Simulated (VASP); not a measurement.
A run of VASP 6.6.1:

INCAR

```
SYSTEM = Yb
PREC = Accurate
ENCUT = 520
EDIFF = 1E-7
ISMEAR = -1
SIGMA = 0.05
LREAL = .False.
LASPH = .True.
NELM = 100
ALGO = Normal
ISIF = 2
LWAVE = .False.
LCHARG = .False.
GGA = PE
NBANDS = 18
```

Contents of KPOINTS:

```
Automatic mesh
0
Gamma
  13 13 13
  0 0 0
```

Contents of POSCAR:

```
Yb
1.0
    0.0000000000      2.6112781245      2.6112781245
    2.6112781245      0.0000000000      2.6112781245
    2.6112781245      2.6112781245      0.0000000000
Yb
1
Direct
    0.0000000000      0.0000000000      0.0000000000
```

Potentials or basis: VASP PAW PBE potentials, release 64 (Yb).

Command:

```bash
$ cat potpaw_PBE.64/Yb/POTCAR > POTCAR
$ mpirun -np 1 vasp_std > vasp.out
```

Hardware: 1 thread of Intel(R) Xeon(R) Platinum 8259CL CPU @ 2.50GHz (Skylake/Cascade Lake) (shared host).

Q: Estimate the wall time of this run.

A: Run time: 2.1 min on 1 thread of Intel(R) Xeon(R) Platinum 8259CL CPU @ 2.50GHz (Skylake/Cascade Lake), with other jobs on the host, peak memory 0.21 GiB. Counts: scf iterations 28, k points 84.
